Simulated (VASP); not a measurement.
Input of a VASP 6.6.1 run:

INCAR

```
PREC = Accurate
ENCUT = 500
EDIFF = 1E-6
ISMEAR = 0
SIGMA = 0.1
LREAL = False
LASPH = True
NELM = 120
ALGO = Normal
ISIF = 2
LWAVE = False
LCHARG = False
GGA = PE
NBANDS = 14
GGA_COMPAT = False
```

The input KPOINTS:

```
Automatic mesh
0
Gamma
  9 9 9
```

Contents of POSCAR:

```
YB
1.0
    1.8058479147      1.0426067797      3.3744950971
   -1.8058479147      1.0426067797      3.3744950971
    0.0000000000     -2.0852135593      3.3744950971
Y B
1 1
Direct
    0.5000000000      0.5000000000      0.5000000000
    0.0000000000      0.0000000000      0.0000000000
```

Potentials or basis: VASP PAW PBE potentials, release 64 (Y_sv, B).

Command:

```bash
$ cat potpaw_PBE.64/Y_sv/POTCAR potpaw_PBE.64/B/POTCAR > POTCAR
$ mpirun -np 1 vasp_std > vasp.out
```

(1) Predict the band gap on the k mesh.

(2) Estimate the pressure.

Answers

(1) zero (bands 7 and 8 overlap by 2.45 eV).

(2) -0.1 GPa.
